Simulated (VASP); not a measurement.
Input of a VASP 6.6.1 run:

File INCAR:

```
ALGO     = Normal         # electronic algorithm
EDIFF    = 1E-7           # SCF threshold, eV
ENCUT    = 520            # plane-wave cutoff, eV
GGA      = PS             # functional
ISIF     = 2              # what is computed and relaxed
ISMEAR   = -1             # smearing method
LASPH    = True           # aspherical terms in the spheres
LCHARG   = True           # write CHGCAR
LELF     = True           # ELF
LREAL    = False          # projectors in reciprocal space
LVHAR    = True         
LWAVE    = False          # write WAVECAR
NBANDS   = 25             # bands
NELM     = 100            # most SCF steps
PREC     = Accurate       # precision mode
SIGMA    = 0.05           # smearing width, eV
```

The input KPOINTS:

```
k-points
0
Gamma
  9 9 5
```

The input POSCAR:

```
CuO
1.0
    2.0439488176     -2.0509420733      0.0000000000
    2.0439488176      2.0509420733      0.0000000000
    0.0000000000      0.0000000000      5.0891113222
Cu O
2 2
Direct
    0.5000000000      0.0000000000      0.0000000000
    0.0000000000      0.5000000000      0.5000000000
    0.5000000000      0.5000000000      0.2500000000
    0.5000000000      0.5000000000      0.7500000000
```

Potentials or basis: VASP PAW PBE potentials, release 64 (Cu, O).

Launch:

```bash
$ cat potpaw_PBE.64/Cu/POTCAR potpaw_PBE.64/O/POTCAR > POTCAR
$ mpirun -np 1 vasp_std > vasp.out
```

Predict the pressure.

0.8 GPa.

Predict the band gap on the k mesh.

zero (band 17 reaches 5.91 eV, above the bottom of band 18 at 4.93 eV).

Stress tensor (GPa, compression positive):
```
0.63 0.00 0.00
0.00 0.59 0.00
0.00 0.00 1.06
```

Caveat: the PAW data sets were made with another functional, which shifts forces and pressure a little; semilocal functionals often make such compounds metallic where correlation or magnetic order opens a gap, which also shifts bond lengths. With open d or f shells a metallic result of PBEsol can be an artefact of self-interaction; +U or a hybrid may open a gap.
